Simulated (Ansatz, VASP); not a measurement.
Pt in VASP and in Ansatz

```xyz
1
Lattice="0.0000 1.9468 1.9468 1.8398 0.0000 1.9468 1.8398 1.9468 0.0000" Properties=species:S:1:pos:R:3 pbc="T T T"
Pt    0.0000    0.0000    0.0000
```

Change from the starting cell: normal strain along x -0.0550, normal strain along z +0.0000.

Alike in both runs: task single point; functional LDA; k mesh 20 × 20 × 20; occupations gaussian, width 0.15 eV; no spin polarisation.

|  | VASP | Ansatz |
| --- | --- | --- |
| version | VASP 6.6.1 | Ansatz 0.2.0 |
| potentials or method | VASP PAW LDA potentials, release 64 (Pt), cutoff 520 eV | scalar-relativistic, plane waves, PAW |
| valence electrons in the cell | 10 | 18 |

|  | VASP | Ansatz | Ansatz less VASP |
| --- | --- | --- | --- |
| gap on the k mesh at the Fermi level (eV) | none | none | - |
| pressure (GPa) | 21.7 | 20.7 | -1.01 |
| traceless stress, the component that is largest in VASP (GPa) | 3.92 | 3.91 | -0.016 |

LDA's correlation is that of Perdew and Zunger in VASP and of Perdew and Wang (1992) in Ansatz. A gap of «none» marks a metal or a gap that the smearing closes. VASP's potentials hold 10 valence electrons a cell and Ansatz's 18, so a difference there can come from the potentials and not from the codes.

Neither program's run includes spin-orbit coupling.
